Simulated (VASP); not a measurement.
Write the native input for VASP 6.6.1 that does the following.

```
Task                   : single point
Functional             : PBE
Potentials or basis    : VASP PAW PBE potentials, release 64 (Si, C)
Cutoff                 : 520 eV
k mesh                 : 3 × 3 × 2
Occupations            : gaussian, width 0.1 eV
Spin                   : no spin polarisation
Dipole correction      : no
Further INCAR settings : ALGO = Normal; EDIFF = 1e-06; NBANDS = 36
```

The structure of SiC lies in POSCAR:

```
SiC
1.0
    4.9139411842      0.0000000000      0.0000000000
   -2.4569705921      4.2555978982      0.0000000000
    0.0000000000      0.0000000000      5.9904253355
Si C
6 6
Direct
    0.6147602161      0.0000000000      0.3333333333
    0.6147602161      0.0000000000      0.8333333333
    0.0000000000      0.6147602161      0.1666666667
    0.0000000000      0.6147602161      0.6666666667
    0.3852397839      0.3852397839      0.0000000000
    0.3852397839      0.3852397839      0.5000000000
    0.3722391761      0.0000000000      0.0833333333
    0.3722391761      0.0000000000      0.5833333333
    1.0000000000      0.3722391761      0.4166666667
    1.0000000000      0.3722391761      0.9166666667
    0.6277608239      0.6277608239      0.2500000000
    0.6277608239      0.6277608239      0.7500000000
```

These files were run (other wordings do the same):

INCAR

```
SYSTEM = SiC
PREC = Accurate ; ENCUT = 520
EDIFF = 1E-6 ; ISMEAR = 0
SIGMA = 0.1 ; LREAL = .False.
LASPH = .True. ; NELM = 80
ALGO = Normal ; ISIF = 2
LWAVE = .False. ; LCHARG = .False.
GGA = PE ; NBANDS = 36
```

KPOINTS

```
Automatic mesh
0
Gamma
  3 3 2
  0 0 0
```

Potentials or basis: VASP PAW PBE potentials, release 64 (Si, C).

Run with:

```console
$ cat potpaw_PBE.64/Si/POTCAR potpaw_PBE.64/C/POTCAR > POTCAR
$ mpirun -np 1 vasp_std > vasp.out
```

Results of the run:

```
Pressure               : 0.0 GPa
Largest force          : 0.049 eV/Å
Band gap on the k mesh : 1.42 eV
```

Caveat: the k points lie up to 0.52 Å⁻¹ apart.

Wall time 24 s on 1 thread of Intel(R) Xeon(R) 6975P-C (Granite Rapids), on a shared host, peak memory 0.25 GiB.
